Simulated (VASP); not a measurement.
Here is a VASP 6.6.1 calculation.

File INCAR:

```
PREC = Accurate
ENCUT = 520
EDIFF = 1E-6
ISMEAR = -1
SIGMA = 0.02
LREAL = Auto
LASPH = T
NELM = 100
ALGO = Normal
ISIF = 2
LWAVE = F
LCHARG = T
GGA = PE
IVDW = 12
LELF = T
LVHAR = T
NBANDS = 26
```

File KPOINTS:

```
regular mesh
0
Gamma
  1 1 1
```

POSCAR

```
H
1.0
    6.6943300000      0.0000000000      0.0000000000
    0.0000000000      6.6943300000      0.0000000000
    0.0000000000      0.0000000000      6.6943300000
H
20
Direct
    0.4735500043      1.0712647868      0.4689640337
    0.3816214617      1.0689942085      0.3891651592
    0.6209284574      0.3542102048      0.1697406611
    0.6807850823      0.2626252366      0.2010955540
    0.7415678641      0.9103973064      0.8141516776
    0.8376043607      0.8575914244      0.8216057470
    0.2793259370      0.2828811845     -0.0570034641
    0.2183190850      0.1966739016     -0.0146243164
    0.7216704286      0.9047955509      0.3838920400
    0.8010659767      0.9361653817      0.4511280442
    0.4670818439      0.7344274931      0.0571080302
    0.4951055595      0.8127624422      0.1262859763
    0.4554899445      0.5196636557      0.8053531870
    0.4098094955      0.5020816123      0.7024900177
    0.1373401072      0.6944683038      1.0879206732
    0.1613903109      0.8047257903      1.1055624685
    0.4610618240      0.5918590807      0.3873576594
    0.5376340874      0.5544542919      0.4435544707
    0.0082009701      0.1448987427      0.3208237419
    0.0341034876      0.2284321209      0.2383808387
```

Potentials or basis: VASP PAW PBE potentials, release 64 (H).

The run is started by

```sh
$ cat potpaw_PBE.64/H/POTCAR > POTCAR
$ mpirun -np 1 vasp_gam > vasp.out
```

(1) Estimate the largest force.

(2) Predict the band gap on the k mesh.

Results:

(1) 2.833 eV/Å.

(2) 8.67 eV.

Caveat: the k points lie up to 0.94 Å⁻¹ apart.
